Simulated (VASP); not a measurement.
# N (C2/m) in VASP: further runs

Runs on N. Level: PBEsol. Tasks: single point.

Everything below comes from runs of VASP 6.6.1. Logs are shortened: lines on timing, memory, paths and dates and some standing lists are left out, and cuts for length are marked.

**1. The cell of the first run**

It takes space group C2/m (No. 12, monoclinic). The conventional cell has a = 8.012 Å, b = 4.626 Å, c = 16.516 Å, α = 90.00°, β = 104.04°, γ = 90.00°. Within 1.5 Å of N (site symmetry m) lie 1 N at 1.10 Å. N (site symmetry m) has 1 N at 1.10 Å within 1.5 Å. Within 1.5 Å of N (site symmetry m) lie 1 N at 1.10 Å. N (site symmetry m) has 1 N at 1.10 Å within 1.5 Å.

**2. Single point, PBEsol (the part above a cut slid along it)**

Input file INCAR:

```
ALGO = Normal
EDIFF = 1E-6
ENCUT = 520
GGA = PS
ISIF = 2
ISMEAR = 0
ISYM = 0
LASPH = T
LCHARG = T
LELF = T
LREAL = F
LVHAR = T
LWAVE = F
NBANDS = 30
NELM = 80
PREC = Accurate
SIGMA = 0.05
```

Input file KPOINTS:

```
k-points
0
Gamma
  6 6 2
```

Input file POSCAR:

```
N
1.0
   -4.6258169325      0.0000000000      0.0000000000
   -2.3129084662     -4.0060749768      0.0000000000
   -1.1564542331      2.0030374884     16.0224973438
N
8
Direct
   -0.0667176786      0.7333843452      0.8001020238
    0.1520761999      0.5145904668      0.3625142670
   -0.0323942293      0.6990608959      0.7314551252
    0.1863996492      0.4802670175      0.2938673683
    0.5948064724      0.7385268609      0.1437203885
    0.3760125940      0.9573207394      0.5813081454
    0.6291299217      0.7042034116      0.0750734899
    0.4103360433      0.9229972900      0.5126612468
```

Potentials or basis: VASP PAW PBE potentials, release 64 (N).

Launch:

```bash
cat potpaw_PBE.64/N/POTCAR > POTCAR
mpirun -np 1 vasp_std > vasp.out
```

OUTCAR:

```text
EDIFF = 1E-6
   ENCUT = 520
   GGA = PS
   ISIF = 2
   ISMEAR = 0
   ISYM = 0
   LASPH = T
   LREAL = F
   NELM = 80
   PREC = Accurate

 ion  position               nearest neighbor table
   1  0.933  0.733  0.800-   3 1.10
   2  0.152  0.515  0.363-   4 1.10
   3  0.968  0.699  0.731-   1 1.10
   4  0.186  0.480  0.294-   2 1.10
   5  0.595  0.739  0.144-   7 1.10
   6  0.376  0.957  0.581-   8 1.10
   7  0.629  0.704  0.075-   5 1.10
   8  0.410  0.923  0.513-   6 1.10

IMPORTANT INFORMATION: All symmetrisations will be switched off!
NOSYMM: (Re-)initialisation of all symmetry stuff for point group C_1.

----------------------------------------------------------------------------------------

                                     Primitive cell

  volume of cell :     296.9188

  direct lattice vectors                    reciprocal lattice vectors
    -4.625816933  0.000000000  0.000000000    -0.216178032  0.124810445 -0.031206122
    -2.312908466 -4.006074977  0.000000000     0.000000000 -0.249620890  0.031206122
    -1.156454233  2.003037488 16.022497344     0.000000000  0.000000000  0.062412243

  length of vectors
     4.625816933  4.625816932 16.188575191     0.251563929  0.251563929  0.062412243

  position of ions in fractional coordinates (direct lattice)
     0.933282321  0.733384345  0.800102024
     0.152076200  0.514590467  0.362514267
     0.967605771  0.699060896  0.731455125
     0.186399649  0.480267017  0.293867368
     0.594806472  0.738526861  0.143720389
     0.376012594  0.957320739  0.581308145
     0.629129922  0.704203412  0.075073490
     0.410336043  0.922997290  0.512661247

  ion indices of the primitive-cell ions
   primitive index   ion index
                 1           1
                 2           2
                 3           3
                 4           4
                 5           5
                 6           6
                 7           7
                 8           8

----------------------------------------------------------------------------------------

 KPOINTS: k-points

Automatic generation of k-mesh.
 Grid dimensions read from file:
 generate k-points for:    6    6    2

 Generating k-lattice:

  Cartesian coordinates                     Fractional coordinates (reciprocal lattice)
    -0.036029672  0.020801741 -0.005201020     0.166666667  0.000000000 -0.000000000
     0.000000000 -0.041603482  0.005201020     0.000000000  0.166666667  0.000000000
     0.000000000  0.000000000  0.031206122     0.000000000  0.000000000  0.500000000

  Length of vectors
     0.041927322  0.041927322  0.031206122

  Shift w.r.t. Gamma in fractional coordinates (k-lattice)
     0.000000000  0.000000000  0.000000000

 -----------------------------------------------------------------------------
|                                                                             |
|           W    W    AA    RRRRR   N    N  II  N    N   GGGG   !!!           |
|           W    W   A  A   R    R  NN   N  II  NN   N  G    G  !!!           |
|           W    W  A    A  R    R  N N  N  II  N N  N  G       !!!           |
|           W WW W  AAAAAA  RRRRR   N  N N  II  N  N N  G  GGG   !            |
|           WW  WW  A    A  R   R   N   NN  II  N   NN  G    G                |
|           W    W  A    A  R    R  N    N  II  N    N   GGGG   !!!           |
|                                                                             |
|     Your reciprocal lattice and k-lattice belong to different lattice       |
|     classes:                                                                |
|                                                                             |
|        The reciprocal lattice is body-centered orthorhombic,                |
|        whereas your k-lattice is base-centered monoclinic.                  |
|                                                                             |
|     Results are often still useful ...                                      |
|                                                                             |
 -----------------------------------------------------------------------------

 WARNING: IBZKPT: internal override: KBLOWUP is changed to .FALSE.
      ... skipping the blow-up phase ...

 Subroutine IBZKPT returns following result:
 ===========================================

 Found     40 irreducible k-points:

 Following reciprocal coordinates:
            Coordinates               Weight
  0.000000  0.000000  0.000000      1.000000
  0.166667  0.000000  0.000000      2.000000
  0.333333  0.000000  0.000000      2.000000
  0.500000  0.000000  0.000000      1.000000
  0.000000  0.166667 -0.000000      2.000000
  0.166667  0.166667 -0.000000      2.000000
[... 16 lines left out ...]
  0.333333  0.000000  0.500000      2.000000
  0.500000  0.000000  0.500000      1.000000
 [... further k-points ...]
   k-points           NKPTS =     40   k-points in BZ     NKDIM =     40   number of bands    NBANDS=     30
   number of dos      NEDOS =    301   number of ions     NIONS =      8
   total plane-waves  NPLWV = 155520
   dimension x,y,z NGX =    36 NGY =   36 NGZ =  120
   dimension x,y,z NGXF=    72 NGYF=   72 NGZF=  240
   ions per type =               8
   NGX,Y,Z   is equivalent  to a cutoff of  12.94, 12.94, 12.32 a.u.
   NGXF,Y,Z  is equivalent  to a cutoff of  25.88, 25.88, 24.65 a.u.
 SYSTEM =  unknown system
   PREC   = accura    normal or accurate (medium, high low for compatibility)
   ISTART =      0    job   : 0-new  1-cont  2-samecut
   ICHARG =      2    charge: 1-file 2-atom 10-const
   ISPIN  =      1    spin polarized calculation?
   LNONCOLLINEAR =      F non collinear calculations
   LSORBIT =      F    spin-orbit coupling
   LASPH  =      T    aspherical Exc in radial PAW
   ENCUT  =  520.0 eV  38.22 Ry    6.18 a.u.   8.60  8.60 30.10*2*pi/ulx,y,z
   NELM   =     80;   NELMIN=  2; NELMDL= -5     # of ELM steps
   EDIFF  = 0.1E-05   stopping-criterion for ELM
   LREAL  =      F    real-space projection
   EDIFFG = 0.1E-04   stopping-criterion for IOM
   NSW    =      0    number of steps for IOM
   IBRION =     -1    ionic relax: 0-MD 1-quasi-New 2-CG
   NFREE  =      0    steps in history (QN), initial steepest desc. (CG)
   ISIF   =      2    stress and relaxation
   ISYM   =      0    0-nonsym 1-usesym 2-fastsym
   POTIM  = 0.5000    time-step for ionic-motion
   TEBEG  =    0.0;   TEEND  =   0.0 temperature during run
   PSTRESS=    0.0 pullay stress
   NELECT =      40.0000    total number of electrons
   NUPDOWN=      -1.0000    fix difference up-down
   EMIN   =  10.00;   EMAX   =-10.00  energy-range for DOS
   EFERMI =   0.00;   METHOD = LEGACY
   ISMEAR =     0;   SIGMA  =   0.05  broadening in eV -4-tet -1-fermi 0-gaus
   EFERMI_NEDOS =   21; number of points for ismear=-14 and -15
   IALGO  =     38    algorithm
   IMIX   =      4    mixing-type and parameters
     AMIX     =   0.40;   BMIX     =  1.00
     AMIX_MAG =   1.60;   BMIX_MAG =  1.00
  volume/ion in A,a.u.               =      37.11       250.46
  Fermi-wavevector in a.u.,A,eV,Ry     =   0.839232  1.585919  9.582734  0.704311
  Thomas-Fermi vector in A             =   1.953417
   LORBIT       =      0    0 simple, 1 ext, 2 COOP (PROOUT), +10 PAW based schemes
   GGA     = PS    functional components
   LHFCALC =     F    Hartree Fock is set to
   AEXX    =    0.0000 exact exchange contribution
   IVDW    =     0    specifies the selected vdW correction
   LEPSILON=     F    determine dielectric tensor
   LRPA    =     F    only Hartree local field effects (RPA)
 non-spin polarized calculation
 Gauss-broadening in eV      SIGMA  =   0.05
  energy-cutoff  :      520.00
  volume of cell :      296.92
 maximum number of plane-waves:      8028
 NGX is ok and might be reduce to    36
   NGX = 17   NGY = 17   NGZ = 61

 number of electron      39.9999999 magnetization

 Free energy of the ion-electron system (eV)
  ---------------------------------------------------
  ext. energy  EPLUGINS =         0.00000000
  ---------------------------------------------------
  free energy    TOTEN  =       -68.24507547 eV

  energy without entropy =      -68.24507547  energy(sigma->0) =      -68.24507547

 E-fermi :  -7.5728     XC(G=0):  -4.6595

 val. band max:       -7.7906235431   @ k =   0.0000   0.0000   0.0000
 cond. band min:      -0.3323152071   @ k =  -0.3333   0.3333  -0.0000
 fundamental gap:      7.4583083360
 Fermi energy:        -7.5728459297

 k-point     1 :       0.0000    0.0000    0.0000
  band No.  band energies     occupation
      1     -26.2470      2.00000
      2     -26.2404      2.00000
      3     -26.2317      2.00000
      4     -26.2309      2.00000
      5     -11.4753      2.00000
      6     -11.3508      2.00000
[... 22 lines left out ...]
     29       1.6451      0.00000
     30       2.0833      0.00000

 k-point     2 :       0.1667    0.0000    0.0000
  band No.  band energies     occupation
      1     -26.2455      2.00000
      2     -26.2396      2.00000
      3     -26.2310      2.00000
      4     -26.2303      2.00000
      5     -11.4466      2.00000
      6     -11.3363      2.00000
[... 22 lines left out ...]
     29       1.8834      0.00000
     30       2.3059      0.00000

 k-point     3 :       0.3333    0.0000    0.0000
  band No.  band energies     occupation
      1     -26.2421      2.00000
      2     -26.2381      2.00000
      3     -26.2295      2.00000
      4     -26.2293      2.00000
      5     -11.3754      2.00000
      6     -11.3032      2.00000
[... 22 lines left out ...]
     29       2.5195      0.00000
     30       2.8862      0.00000

 k-point     4 :       0.5000    0.0000    0.0000
  band No.  band energies     occupation
      1     -26.2401      2.00000
      2     -26.2376      2.00000
      3     -26.2288      2.00000
      4     -26.2287      2.00000
      5     -11.3213      2.00000
      6     -11.2824      2.00000
[... 22 lines left out ...]
     29       3.2605      0.00000
     30       3.3004      0.00000

 k-point     5 :       0.0000    0.1667   -0.0000
  band No.  band energies     occupation
      1     -26.2455      2.00000
      2     -26.2396      2.00000
      3     -26.2310      2.00000
      4     -26.2303      2.00000
      5     -11.4468      2.00000
      6     -11.3357      2.00000
[... 22 lines left out ...]
     29       1.8832      0.00000
     30       2.3061      0.00000
[... 526 lines left out ...]
     29       1.6447      0.00000
     30       2.0070      0.00000

 k-point    22 :       0.1667    0.0000    0.5000
  band No.  band energies     occupation
      1     -26.2455      2.00000
      2     -26.2396      2.00000
      3     -26.2309      2.00000
      4     -26.2304      2.00000
      5     -11.4442      2.00000
      6     -11.3440      2.00000
[... 22 lines left out ...]
     29       1.8862      0.00000
     30       2.2244      0.00000

 k-point    23 :       0.3333    0.0000    0.5000
  band No.  band energies     occupation
      1     -26.2421      2.00000
      2     -26.2381      2.00000
      3     -26.2295      2.00000
      4     -26.2293      2.00000
      5     -11.3753      2.00000
      6     -11.3040      2.00000
[... 22 lines left out ...]
     29       2.5263      0.00000
     30       2.8267      0.00000

 k-point    24 :       0.5000    0.0000    0.5000
  band No.  band energies     occupation
      1     -26.2401      2.00000
      2     -26.2377      2.00000
      3     -26.2288      2.00000
      4     -26.2287      2.00000
      5     -11.3234      2.00000
      6     -11.2751      2.00000
[... 22 lines left out ...]
     29       3.1356      0.00000
     30       3.6380      0.00000

 [... further k-points ...]

------------------------ aborting loop because EDIFF is reached ----------------------------------------

  FORCE on cell =-STRESS in cart. coord.  units (eV):
  Direction    XX          YY          ZZ          XY          YZ          ZX
  --------------------------------------------------------------------------------------
  -------------------------------------------------------------------------------------
  Total       -0.2010380     -0.2014772      7.9327905      0.0003782     -0.0001401      0.0002100
  in kB       -1.0848031     -1.0871735     42.8054278      0.0020407     -0.0007559      0.0011331
  external PRESSURE =      13.5444837 kB  Pullay stress =       0.0000000 kB

 VOLUME and BASIS-vectors are now :
 -----------------------------------------------------------------------------
  energy-cutoff  :      520.00
  volume of cell :      296.92
      direct lattice vectors                 reciprocal lattice vectors
    -4.625816933  0.000000000  0.000000000    -0.216178032  0.124810445 -0.031206122
    -2.312908466 -4.006074977  0.000000000     0.000000000 -0.249620890  0.031206122
    -1.156454233  2.003037488 16.022497344     0.000000000  0.000000000  0.062412243

 POSITION                                       TOTAL-FORCE (eV/Angst)
 -----------------------------------------------------------------------------------
     -6.93873     -1.33536     12.81963        -0.001110     -0.000526      1.895595
     -2.31291     -1.33536      5.80838         0.000036     -0.000056      1.883763
     -6.93873     -1.33536     11.71974         0.000691      0.000403     -1.893333
     -2.31291     -1.33536      4.70849         0.000015     -0.000030     -1.883053
     -4.62582     -2.67072      2.30276        -0.000687     -0.000409      1.893161
     -4.62582     -2.67072      9.31401         0.000022     -0.000034      1.882845
     -4.62582     -2.67072      1.20286         0.000998      0.000720     -1.895425
     -4.62582     -2.67072      8.21411         0.000036     -0.000069     -1.883553
 -----------------------------------------------------------------------------------
    total drift:                               -0.000138      0.000240     -0.000068

  FREE ENERGIE OF THE ION-ELECTRON SYSTEM (eV)
  ---------------------------------------------------
  free  energy   TOTEN  =       -68.2450754718 eV

  energy  without entropy=      -68.2450754718  energy(sigma->0) =      -68.24507547
```

Wall time 8.9 min (1 thread of Intel Xeon 8259CL, shared host); peak memory 0.54 GiB.

Results:

```
Free energy            : -68.2451 eV
Pressure               : 1.4 GPa
Largest force          : 1.896 eV/Å
Band gap on the k mesh : 7.46 eV (least direct gap 7.66 eV)
```

Forces in eV/Å, atoms in the order of the input:
```
N   -0.001 -0.001  1.896
N    0.000  0.000  1.884
N    0.001  0.000 -1.893
N    0.000  0.000 -1.883
N   -0.001  0.000  1.893
N    0.000  0.000  1.883
N    0.001  0.001 -1.895
N    0.000  0.000 -1.884
```

Levels at points of the mesh, in eV from the valence-band top:
| k point | band 16 | band 17 | band 18 | band 19 | band 20 | band 21 | band 22 | band 23 | band 24 | band 25 |
| --- | --- | --- | --- | --- | --- | --- | --- | --- | --- | --- |
| (0.00, 0.00, 0.00) | -1.68 | -0.62 | -0.39 | -0.19 | 0.00 | 7.90 | 7.90 | 8.01 | 8.01 | 8.15 |
| (0.50, 0.00, 0.00) | -1.69 | -0.34 | -0.29 | -0.19 | -0.15 | 7.57 | 7.66 | 7.72 | 7.89 | 7.90 |
| (0.00, 0.50, 0.00) | -1.69 | -0.34 | -0.27 | -0.21 | -0.14 | 7.55 | 7.71 | 7.72 | 7.83 | 7.90 |
| (0.50, 0.50, 0.00) | -1.69 | -0.34 | -0.27 | -0.21 | -0.14 | 7.55 | 7.70 | 7.72 | 7.84 | 7.89 |
| (0.00, 0.00, 0.50) | -1.68 | -0.61 | -0.42 | -0.16 | -0.01 | 7.90 | 7.90 | 8.01 | 8.02 | 8.15 |
| (0.50, 0.00, 0.50) | -1.69 | -0.34 | -0.27 | -0.21 | -0.14 | 7.55 | 7.71 | 7.72 | 7.83 | 7.90 |
| (0.00, 0.50, 0.50) | -1.69 | -0.34 | -0.29 | -0.19 | -0.15 | 7.57 | 7.66 | 7.72 | 7.89 | 7.90 |
| (0.50, 0.50, 0.50) | -1.69 | -0.34 | -0.29 | -0.19 | -0.15 | 7.57 | 7.67 | 7.72 | 7.87 | 7.91 |

Caveat: the cell differs from its parent crystal (the part above a cut slid along it); the standard files for N, O and F lose accuracy on very short bonds; this functional lacks dispersion, which holds the molecules together, so the pressure and a relaxed volume are unreliable; the PAW data sets were made with another functional, which shifts forces and pressure a little; this functional lacks dispersion, which binds layers or chains, so the pressure and a relaxed spacing across them are unreliable.

**3. Single point, PBEsol (the part above a cut slid along it)**

Input file INCAR:

```
  PREC = Accurate
  ENCUT = 520
  EDIFF = 1E-6
  ISMEAR = 0
  SIGMA = 0.05
  LREAL = False
  LASPH = True
  NELM = 80
  ALGO = Normal
  ISIF = 2
  LWAVE = False
  LCHARG = False
  GGA = PS
  NBANDS = 30
  ISYM = 0
```

Input file KPOINTS:

```
regular mesh
0
Gamma
  6 6 2
```

Input file POSCAR:

```
N
1.0
   -4.6258169325      0.0000000000      0.0000000000
   -2.3129084662     -4.0060749768      0.0000000000
   -1.1564542331      2.0030374884     15.2224973438
N
8
Direct
   -0.0877418773      0.7544085440      0.8421504213
    0.1425504497      0.5241162170      0.3815657673
   -0.0516146005      0.7182812672      0.7698958677
    0.1786777265      0.4879889402      0.3093112137
    0.5910299465      0.7423033868      0.1512734403
    0.3607376195      0.9725957138      0.6118580943
    0.6271572233      0.7061761100      0.0790188867
    0.3968648963      0.9364684370      0.5396035407
```

Potentials or basis: VASP PAW PBE potentials, release 64 (N).

Launch:

```bash
cat potpaw_PBE.64/N/POTCAR > POTCAR
mpirun -np 1 vasp_std > vasp.out
```

Wall time 2 min (1 thread of Intel Xeon 6975P-C (Granite Rapids), shared host); peak memory 0.52 GiB.

Results (log left out):

- Free energy: -68.2464 eV
- Pressure: 1.4 GPa
- Largest force: 1.894 eV/Å
- Band gap on the k mesh: 7.44 eV (least direct gap 7.63 eV)

Forces in eV/Å, atoms in the order of the input:
```
N   -0.006 -0.004  1.894
N    0.000  0.000  1.884
N    0.003  0.002 -1.894
N    0.000  0.000 -1.884
N   -0.003 -0.002  1.894
N    0.000  0.000  1.884
N    0.006  0.004 -1.894
N    0.000  0.000 -1.884
```

Stress tensor (GPa, compression positive):
```
-0.11  0.00  0.00
 0.00 -0.11  0.00
 0.00  0.00  4.51
```

Levels at points of the mesh, in eV from the valence-band top:
| k point | band 16 | band 17 | band 18 | band 19 | band 20 | band 21 | band 22 | band 23 | band 24 | band 25 |
| --- | --- | --- | --- | --- | --- | --- | --- | --- | --- | --- |
| (0.00, 0.00, 0.00) | -1.70 | -0.65 | -0.38 | -0.24 | 0.00 | 7.88 | 7.89 | 7.98 | 8.00 | 8.13 |
| (0.50, 0.00, 0.00) | -1.70 | -0.34 | -0.33 | -0.17 | -0.17 | 7.56 | 7.61 | 7.71 | 7.89 | 7.91 |
| (0.00, 0.50, 0.00) | -1.70 | -0.37 | -0.26 | -0.25 | -0.13 | 7.52 | 7.71 | 7.73 | 7.78 | 7.89 |
| (0.50, 0.50, 0.00) | -1.71 | -0.36 | -0.27 | -0.25 | -0.14 | 7.53 | 7.70 | 7.71 | 7.82 | 7.86 |
| (0.00, 0.00, 0.50) | -1.70 | -0.61 | -0.47 | -0.14 | -0.04 | 7.88 | 7.88 | 7.99 | 8.01 | 8.12 |
| (0.50, 0.00, 0.50) | -1.70 | -0.37 | -0.26 | -0.25 | -0.13 | 7.52 | 7.71 | 7.73 | 7.78 | 7.89 |
| (0.00, 0.50, 0.50) | -1.70 | -0.34 | -0.33 | -0.17 | -0.17 | 7.56 | 7.61 | 7.71 | 7.89 | 7.91 |
| (0.50, 0.50, 0.50) | -1.70 | -0.35 | -0.32 | -0.18 | -0.17 | 7.56 | 7.64 | 7.69 | 7.88 | 7.92 |

Caveat: the cell differs from its parent crystal (the part above a cut slid along it); the standard files for N, O and F lose accuracy on very short bonds; this functional lacks dispersion, which holds the molecules together, so the pressure and a relaxed volume are unreliable; the PAW data sets were made with another functional, which shifts forces and pressure a little; this functional lacks dispersion, which binds layers or chains, so the pressure and a relaxed spacing across them are unreliable. A k mesh can miss the band edges.
